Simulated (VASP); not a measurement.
Here is a VASP 6.6.1 calculation.

INCAR

```
SYSTEM = Ga8SiAs7
PREC = Accurate ; ENCUT = 520
EDIFF = 1E-6 ; ISMEAR = 0
SIGMA = 0.02 ; LREAL = Auto
LASPH = .TRUE. ; NELM = 80
ALGO = Normal ; ISIF = 2
LWAVE = .FALSE. ; LCHARG = .TRUE.
GGA = CA ; LELF = .TRUE.
LVHAR = .TRUE. ; NBANDS = 86
NELECT = 144.0
```

KPOINTS

```
Automatic mesh
0
G
  3 3 3
  0 0 0
```

The input POSCAR:

```
Ga8SiAs7
1.0
    0.0000000000      5.6033815718     -5.6033815718
    5.6033815718      5.6033815718      0.0000000000
    5.6033815718      0.0000000000     -5.6033815718
Ga Si As
8 1 7
Direct
    0.4970343313      0.0037150592      0.5009280673
    0.4970195770      0.4990990286      0.5009414768
    0.0023082068      0.0046457909      0.4890374495
    0.0016315665      0.4990936232      0.5009642892
    0.4847476318      0.0048246601      0.0067346973
    0.4970451539      0.4990709414      0.0055769071
    0.0027740402      0.0044877978      0.0063331138
    0.0023913639      0.4871435404      0.0064936552
    0.1229248936      0.1253115860      0.1272042322
    0.1206454522      0.6276895128      0.1245465246
    0.6258969253      0.1226634819      0.1245243858
    0.6255906686      0.6279833936      0.1245435665
    0.1206275609      0.1226728477      0.6295469710
    0.1205934447      0.6278231721      0.6296778636
    0.6255183859      0.1226982781      0.6298820062
    0.6231678934      0.6252477677      0.6271072942
```

Potentials or basis: VASP PAW LDA potentials, release 64 (Ga_d, Si, As).

Command:

```sh
$ cat potpaw_LDA.64/Ga_d/POTCAR potpaw_LDA.64/Si/POTCAR potpaw_LDA.64/As/POTCAR > POTCAR
$ mpirun -np 1 vasp_std > vasp.out
```

Q: Estimate the largest force.

A: 0.023 eV/Å.

Forces in eV/Å, atoms in the order of the input:
```
Ga   0.000 -0.001 -0.001
Ga   0.001  0.000  0.000
Ga  -0.010  0.012  0.011
Ga   0.000 -0.001  0.001
Ga   0.011 -0.012  0.011
Ga   0.000  0.000  0.000
Ga   0.016  0.010 -0.012
Ga  -0.009 -0.012 -0.013
Si  -0.003  0.001  0.000
As   0.002  0.001  0.003
As  -0.003 -0.001  0.001
As   0.001  0.004 -0.001
As   0.002  0.001 -0.002
As  -0.006 -0.003  0.000
As  -0.001 -0.001  0.000
As  -0.002  0.002  0.002
```

Caveat: the cell carries a net charge on a neutralising background, which shifts energy and pressure.
